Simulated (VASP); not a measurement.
# B2O (antifluorite type) (Fm-3m) in VASP: a series of runs

B2O (antifluorite type) is run at these levels: PBE; tasks: single point.

All numbers are computed with VASP 6.6.1; they aren't measurements. Logs are shortened: lines on timing, memory, paths and dates and some standing lists are left out, and cuts for length are marked.

## 1. The cell of the first run

Symmetry: Fm-3m, No. 225, cubic system. The conventional cell has a = 4.833 Å, b = 4.833 Å, c = 4.833 Å, α = 90.00°, β = 90.00°, γ = 90.00°. B (site symmetry -43m) has 4 O at 2.09 Å and 6 B at 2.42 Å within 2.8 Å. Within 2.8 Å of O (site symmetry m-3m) lie 8 B at 2.09 Å.

## 2. Single point, PBE

The input, INCAR:

```
SYSTEM = B2O
PREC     = Accurate       ! precision mode
ENCUT    = 520            ! plane-wave cutoff, eV
EDIFF    = 1E-7           ! SCF threshold, eV
ISMEAR   = -1             ! smearing method
SIGMA    = 0.06122561905347299 ! smearing width, eV
LREAL    = .False.        ! projectors in reciprocal space
LASPH    = .True.         ! aspherical terms in the spheres
NELM     = 100            ! most SCF steps
ALGO     = Normal         ! electronic algorithm
ISIF     = 2              ! what is computed and relaxed
LWAVE    = .False.        ! write WAVECAR
LCHARG   = .False.        ! write CHGCAR
GGA      = PE             ! functional
NBANDS   = 13             ! bands
```

The input, KPOINTS:

```
Automatic mesh
0
Gamma
  38 38 38
  0 0 0
```

The input, POSCAR:

```
B2O
1.0
    0.0000000000      2.4166597747      2.4166597747
    2.4166597747      0.0000000000      2.4166597747
    2.4166597747      2.4166597747      0.0000000000
B O
2 1
Direct
    0.2500000000      0.2500000000      0.2500000000
    0.7500000000      0.7500000000      0.7500000000
    0.0000000000      0.0000000000      0.0000000000
```

Potentials or basis: VASP PAW PBE potentials, release 64 (B, O).

On the command line:

```sh
cat potpaw_PBE.64/B/POTCAR potpaw_PBE.64/O/POTCAR > POTCAR
mpirun -np 1 vasp_std > vasp.out
```

OUTCAR:

```text
SYSTEM = B2O
   PREC = Accurate
   ENCUT = 520
   EDIFF = 1E-7
   ISMEAR = -1
   LREAL = .False.
   LASPH = .True.
   NELM = 100
   ISIF = 2
   GGA = PE

 ion  position               nearest neighbor table
   1  0.250  0.250  0.250-
   2  0.750  0.750  0.750-
   3  0.000  0.000  0.000-

  LATTYP: Found a face centered cubic cell.
 ALAT       =     4.8333195494

  Lattice vectors:

 A1 = (   0.0000000000,   2.4166597747,   2.4166597747)
 A2 = (   2.4166597747,   0.0000000000,   2.4166597747)
 A3 = (   2.4166597747,   2.4166597747,   0.0000000000)

Analysis of symmetry for initial positions (statically):
=====================================================================
 Subroutine PRICEL returns:
 Original cell was already a primitive cell.

 Routine SETGRP: Setting up the symmetry group for a
 face centered cubic supercell.

 Subroutine GETGRP returns: Found 48 space group operations
 (whereof 48 operations were pure point group operations)
 out of a pool of 48 trial point group operations.

The static configuration has the point symmetry O_h .

Analysis of symmetry for dynamics (positions and initial velocities):
=====================================================================
 Subroutine PRICEL returns:
 Original cell was already a primitive cell.

 Routine SETGRP: Setting up the symmetry group for a
 face centered cubic supercell.

 Subroutine GETGRP returns: Found 48 space group operations
 (whereof 48 operations were pure point group operations)
 out of a pool of 48 trial point group operations.

The dynamic configuration has the point symmetry O_h .

 Subroutine INISYM returns: Found 48 space group operations
 (whereof 48 operations are pure point group operations),
 and found     1 'primitive' translations

----------------------------------------------------------------------------------------

                                     Primitive cell

  volume of cell :      28.2278

  direct lattice vectors                    reciprocal lattice vectors
     0.000000000  2.416659775  2.416659775    -0.206897142  0.206897142  0.206897142
     2.416659775  0.000000000  2.416659775     0.206897142 -0.206897142  0.206897142
     2.416659775  2.416659775  0.000000000     0.206897142  0.206897142 -0.206897142

  length of vectors
     3.417673029  3.417673029  3.417673029     0.358356361  0.358356361  0.358356361

  position of ions in fractional coordinates (direct lattice)
     0.250000000  0.250000000  0.250000000
     0.750000000  0.750000000  0.750000000
[... 85 lines left out ...]
   ISIF   =      2    stress and relaxation
   ISYM   =      2    0-nonsym 1-usesym 2-fastsym
   POTIM  = 0.5000    time-step for ionic-motion
   TEBEG  =    0.0;   TEEND  =   0.0 temperature during run
   PSTRESS=    0.0 pullay stress
   NELECT =      12.0000    total number of electrons
   NUPDOWN=      -1.0000    fix difference up-down
   EMIN   =  10.00;   EMAX   =-10.00  energy-range for DOS
   EFERMI =   0.00;   METHOD = LEGACY
   ISMEAR =    -1;   SIGMA  =   0.06  broadening in eV -4-tet -1-fermi 0-gaus
   EFERMI_NEDOS =   21; number of points for ismear=-14 and -15
   IALGO  =     38    algorithm
   IMIX   =      4    mixing-type and parameters
     AMIX     =   0.40;   BMIX     =  1.00
     AMIX_MAG =   1.60;   BMIX_MAG =  1.00
  volume/ion in A,a.u.               =       9.41        63.50
  Fermi-wavevector in a.u.,A,eV,Ry     =   1.230958  2.326172 20.616315  1.515256
  Thomas-Fermi vector in A             =   2.365786
   LORBIT       =      0    0 simple, 1 ext, 2 COOP (PROOUT), +10 PAW based schemes
   GGA     = PE    functional components
   LHFCALC =     F    Hartree Fock is set to
   AEXX    =    0.0000 exact exchange contribution
   IVDW    =     0    specifies the selected vdW correction
   LEPSILON=     F    determine dielectric tensor
   LRPA    =     F    only Hartree local field effects (RPA)
 non-spin polarized calculation
  energy-cutoff  :      520.00
  volume of cell :       28.23
 maximum number of plane-waves:       778
 NGX is ok and might be reduce to    28
   NGX = 13   NGY = 13   NGZ = 13

 number of electron      11.9999999 magnetization

 Free energy of the ion-electron system (eV)
  ---------------------------------------------------
  ext. energy  EPLUGINS =         0.00000000
  ---------------------------------------------------
  free energy    TOTEN  =       -11.47769790 eV

  energy without entropy =      -11.45393994  energy(sigma->0) =      -11.46581892

 E-fermi :   5.2697     XC(G=0): -10.9815

 val. band max:        5.2694880333   @ k =  -0.3158   0.3684   0.0789
 cond. band min:       5.2705451647   @ k =  -0.4211   0.1842   0.0789
 fundamental gap:      0.0010571314
 Fermi energy:         5.2696972320

 k-point     1 :       0.0000    0.0000    0.0000
  band No.  band energies     occupation
      1     -16.1285      2.00000
      2      -2.2266      2.00000
      3      -0.2793      2.00000
      4      -0.2793      2.00000
      5      -0.2793      2.00000
      6       4.8847      1.99629
      7       4.8847      1.99629
      8       4.8847      1.99629
      9       7.5156      0.00000
     10      11.3459      0.00000
     11      11.3459      0.00000
     12      11.3459      0.00000
     13      18.7752      0.00000
[... 354 lines left out ...]
  band No.  band energies     occupation
      1     -16.0678      2.00000
      2      -2.7169      2.00000
      3      -0.4138      2.00000
      4      -0.3758      2.00000
      5       0.0677      2.00000
      6       4.5760      1.99998
      7       5.0609      1.93605
      8       5.0768      1.91782
      9       8.0926      0.00000
     10      10.7897      0.00000
     11      11.1931      0.00000
     12      11.3587      0.00000
     13      19.2942      0.00000

 [... further k-points ...]
[... 5 lines left out ...]
  --------------------------------------------------------------------------------------
  -------------------------------------------------------------------------------------
  Total        0.7834783      0.7834783      0.7834783      0.0000000     -0.0000000      0.0000000
  in kB       44.4693748     44.4693748     44.4693748      0.0000000     -0.0000000      0.0000000
  external PRESSURE =      44.4693748 kB  Pullay stress =       0.0000000 kB

 VOLUME and BASIS-vectors are now :
 -----------------------------------------------------------------------------
  energy-cutoff  :      520.00
  volume of cell :       28.23
      direct lattice vectors                 reciprocal lattice vectors
     0.000000000  2.416659775  2.416659775    -0.206897142  0.206897142  0.206897142
     2.416659775  0.000000000  2.416659775     0.206897142 -0.206897142  0.206897142
     2.416659775  2.416659775  0.000000000     0.206897142  0.206897142 -0.206897142

 POSITION                                       TOTAL-FORCE (eV/Angst)
 -----------------------------------------------------------------------------------
      1.20833      1.20833      1.20833         0.000000      0.000000      0.000000
      3.62499      3.62499      3.62499        -0.000000     -0.000000     -0.000000
      0.00000      0.00000      0.00000         0.000000      0.000000     -0.000000
 -----------------------------------------------------------------------------------
    total drift:                               -0.000000     -0.000000      0.000000

  FREE ENERGIE OF THE ION-ELECTRON SYSTEM (eV)
  ---------------------------------------------------
  free  energy   TOTEN  =       -11.4776978975 eV

  energy  without entropy=      -11.4539399366  energy(sigma->0) =      -11.46581892
```

Wall time 15 min (1 thread of Intel Xeon 8259CL, shared host); peak memory 0.52 GiB.

What came out:

```yaml
Free_energy: -11.4777 eV
Pressure: 4.4 GPa
Band_gap_on_the_k_mesh: zero (bands 6 and 7 overlap by 1.04 eV)
```

Caveat: the cell stands under pressure.

## 3. Single point, PBE

This run uses another cell than the first one, of 9.61 Å³/atom.

The input, INCAR:

```
ALGO = Normal ; EDIFF = 1E-6
ENCUT = 520 ; GGA = PE
ISIF = 2 ; ISMEAR = -1
LASPH = T ; LCHARG = T
LELF = T ; LREAL = F
LVHAR = T ; LWAVE = F
NBANDS = 13 ; NELM = 60
PREC = Accurate ; SIGMA = 0.06122561905347299
```

The input, KPOINTS:

```
k-points
0
Gamma
  38 38 38
```

The input, POSCAR:

```
B2O
1.0
    0.0000000000      2.4336790663      2.4336790663
    2.4336790663      0.0000000000      2.4336790663
    2.4336790663      2.4336790663      0.0000000000
B O
2 1
Direct
    0.2500000000      0.2500000000      0.2500000000
    0.7500000000      0.7500000000      0.7500000000
    0.0000000000      0.0000000000      0.0000000000
```

Potentials or basis: VASP PAW PBE potentials, release 64 (B, O).

On the command line:

```sh
cat potpaw_PBE.64/B/POTCAR potpaw_PBE.64/O/POTCAR > POTCAR
mpirun -np 1 vasp_std > vasp.out
```

Run time: 12 min. Hardware: 1 thread of Intel Xeon 8259CL, shared host; peak memory 0.53 GiB.

The run converged. Its results:

* Free energy: -11.4920 eV
* Pressure: 2.8 GPa
* Band gap on the k mesh: zero (bands 6 and 7 overlap by 0.97 eV)

Levels at points of the mesh, in eV from the Fermi level:
| k point | band 4 | band 5 | band 6 | band 7 | band 8 | band 9 |
| --- | --- | --- | --- | --- | --- | --- |
| (0.00, 0.00, 0.00) | -5.41 | -5.41 | -0.34 | -0.34 | -0.34 | 2.05 |
| (0.50, 0.00, 0.00) | -6.16 | -5.14 | 0.62 | 0.87 | 0.87 | 3.90 |
| (0.50, 0.50, 0.00) | -7.44 | -3.20 | -3.05 | 0.82 | 2.56 | 2.56 |
